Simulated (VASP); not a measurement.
Set up this calculation in VASP 6.6.1, as the native input.

```
Task                   : single point
Functional             : PBEsol
Potentials or basis    : VASP PAW PBE potentials, release 64 (Mg_sv, O)
Cutoff                 : 750 eV
k mesh                 : 6 × 6 × 6
Occupations            : methfessel-paxton, width 0.5 eV
Spin                   : no spin polarisation
Dipole correction      : no
Mended                 : yes
Further INCAR settings : ALGO = Normal; EDIFF = 1e-06; NBANDS = 18
```

The structure of MgO2 lies in POSCAR:

```
MgO2
1.0
    1.5784791300      0.9113353506      3.4618981106
   -1.5784791300      0.9113353506      3.4618981106
    0.0000000000     -1.8226707012      3.4618981106
Mg O
1 2
Direct
    0.0000000000      0.0000000000      0.0000000000
    0.4291159763      0.4291159763      0.4291159763
    0.5708840237      0.5708840237      0.5708840237
```

The input as run:

INCAR

```
SYSTEM = MgO2
PREC = Accurate
ENCUT = 750
EDIFF = 1E-6
ISMEAR = 1
SIGMA = 0.5
LREAL = .FALSE.
LASPH = .TRUE.
NELM = 120
ALGO = Normal
ISIF = 2
LWAVE = .FALSE.
LCHARG = .FALSE.
GGA = PS
NBANDS = 18
GGA_COMPAT = .FALSE.
```

KPOINTS

```
regular mesh
0
G
  6 6 6
  0 0 0
```

Potentials or basis: VASP PAW PBE potentials, release 64 (Mg_sv, O).

Run with:

```bash
$ cat potpaw_PBE.64/Mg_sv/POTCAR potpaw_PBE.64/O/POTCAR > POTCAR
$ mpirun -np 1 vasp_std > vasp.out
```

Results of the run:

The pressure is 0.3 GPa, the largest force is 0.032 eV/Å and the band gap on the k mesh is 2.41 eV.

Caveat: the PAW data sets were made with another functional, which shifts forces and pressure a little.

Wall time 13 s on 1 thread of Intel(R) Xeon(R) 6975P-C (Granite Rapids), on a shared host, peak memory 0.2 GiB.
